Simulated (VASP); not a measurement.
A run of VASP 6.6.1:

File POSCAR:

```
LaYF6
1.0
    3.9093332912      0.0000000000      0.0000000000
    0.0000000000      3.4879425871      3.6808877831
    0.0000000000     -3.4879425871      3.6808877831
La Y F
1 1 6
Direct
    0.5000000000      0.5098005148      0.5098005148
    0.0000000000      1.0180703305      1.0180703305
    0.0000000000      0.8129247724      0.4225799388
    0.0000000000      0.4225799388      0.8129247724
    0.0000000000      0.3294608340      0.3294608340
    0.5000000000      0.6965148609      0.0498377133
    0.5000000000      0.0498377133      0.6965148609
    0.5000000000      0.1608120354      0.1608120354
```

INCAR.step1

```
SYSTEM = LaYF6
PREC = Accurate
ENCUT = 520
ISMEAR = -1
SIGMA = 0.03
LREAL = .False.
LASPH = .True.
NELM = 80
NBANDS = 42
GGA = PE
ALGO = Normal
EDIFF = 1E-4
LWAVE = .True.
LCHARG = .False.
```

File INCAR.step2:

```
SYSTEM = LaYF6
PREC = Accurate
ENCUT = 520
EDIFF = 1E-6
ISMEAR = -1
SIGMA = 0.03
LREAL = .False.
LASPH = .True.
NELM = 80
ALGO = Normal
ISIF = 2
LWAVE = .False.
LCHARG = .False.
METAGGA = R2SCAN
LMIXTAU = .True.
LUSE_VDW = .True.
IVDW_NL = 2
BPARAM = 11.95
CPARAM = 0.0093
NBANDS = 42
ISTART = 1
```

File KPOINTS:

```
regular mesh
0
Gamma
  6 4 4
  0 0 0
```

Potentials or basis: VASP PAW PBE potentials, release 64 (La, Y_sv, F).

The run is started by

```console
$ cat potpaw_PBE.64/La/POTCAR potpaw_PBE.64/Y_sv/POTCAR potpaw_PBE.64/F/POTCAR > POTCAR
$ cp INCAR.step1 INCAR
$ mpirun -np 1 vasp_std > vasp.out
$ cp INCAR.step2 INCAR
$ mpirun -np 1 vasp_std > vasp.out
```

Hardware: 1 thread of AMD EPYC 7R13, on a shared host.

Problem. Estimate the wall time of this run.

Solution. It took 28 min on 1 thread of AMD EPYC 7R13, with other jobs on the host, peak memory 0.45 GiB. Counts: k points 28.
